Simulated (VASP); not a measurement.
Input of a VASP 6.6.1 run:

The input INCAR:

```
PREC     = Accurate       # precision mode
ENCUT    = 600            # plane-wave cutoff, eV
EDIFF    = 1E-6           # SCF threshold, eV
ISMEAR   = -5             # smearing method
SIGMA    = 0.05           # smearing width, eV
LREAL    = False          # projectors in reciprocal space
LASPH    = True           # aspherical terms in the spheres
NELM     = 200            # most SCF steps
ALGO     = Normal         # electronic algorithm
ISIF     = 2              # what is computed and relaxed
LWAVE    = False          # write WAVECAR
LCHARG   = True           # write CHGCAR
ISPIN    = 2              # spin polarisation
MAGMOM   = 2 0            # initial moments
LORBIT   = 11             # projections on sites
LMAXMIX  = 4              # l up to which the mixer works
LDAU     = True           # DFT+U
LDAUTYPE = 2            
LDAUL    = 2 -1           # shell
LDAUU    = 7 0            # U, eV
LDAUJ    = 0 0          
LDAUPRINT= 1            
GGA      = RP             # functional
IVDW     = 13             # dispersion correction
LELF     = True           # ELF
LVHAR    = True         
NBANDS   = 21             # bands
GGA_COMPAT= False
```

Contents of KPOINTS:

```
Automatic mesh
0
Gamma
  9 9 9
```

POSCAR

```
AlCo
1.0
    2.8194032100      0.0000000000      0.0000000000
    0.0000000000      2.8194032100      0.0000000000
    0.0000000000      0.0000000000      2.8194032100
Co Al
1 1
Direct
    0.5000000000      0.5000000000      0.5000000000
    0.0000000000      0.0000000000      0.0000000000
```

Potentials or basis: VASP PAW PBE potentials, release 64 (Co_sv, Al).

The run is started by

```console
$ cat potpaw_PBE.64/Co_sv/POTCAR potpaw_PBE.64/Al/POTCAR > POTCAR
$ mpirun -np 1 vasp_std > vasp.out
```

Task: Estimate the dispersion energy per atom.

Result: -0.876 eV.

Task: What does it give for the net moment?

Result: 1.53 μB per cell.

Eigenvalues of the final occupation matrices:
```tsv
site	spin	trace	eigenvalues
site 1 d	1	4.33	0.85 0.85 0.85 0.89 0.89
site 1 d	2	2.65	0.10 0.10 0.82 0.82 0.82
```

Caveat: the U is typed as a test and isn't derived for this compound. The state reached can hang on the start; a lower one may exist.
